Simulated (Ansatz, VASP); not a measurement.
# Two plane-wave programs on ZnGeSb2

```xyz
4
Lattice="4.3294 0.0000 0.0000 0.0000 4.3294 0.0000 0.0000 0.0000 6.0775" Properties=species:S:1:pos:R:3 pbc="T T T"
Zn    0.0000    0.0000    0.0000
Sb    0.0000    2.1647    1.4524
Sb    2.1647    0.0000    4.6251
Ge    2.1647    2.1647    3.0387
```

Alike in both runs: task single point; functional r2SCAN; k mesh 4 × 4 × 4; occupations fermi-dirac, width 0.02 eV; no spin polarisation.

|  | VASP | Ansatz |
| --- | --- | --- |
| version | VASP 6.6.1 | Ansatz 0.2.0 |
| potentials or method | VASP PAW PBE potentials, release 64 (Zn, Sb, Ge_d) | plane waves, PAW |
| plane-wave cutoff (eV) | 520 | 500 |
| valence electrons in the cell | 36 | 56 |

```csv
,VASP,Ansatz,Ansatz less VASP
pressure (GPa),0.3,0.2,-0.11
rms of the force components (eV/Å),0.008,0.014,+0.0064
```

VASP's potentials were made for PBE, not for r2SCAN. With one functional, cell and mesh, what is left measures potentials, basis and numerics. VASP's potentials hold 36 valence electrons a cell and Ansatz's 56, so a difference there can come from the potentials and not from the codes.

The k mesh is coarse, so the values compare programs but aren't converged. Neither program's run includes spin-orbit coupling.
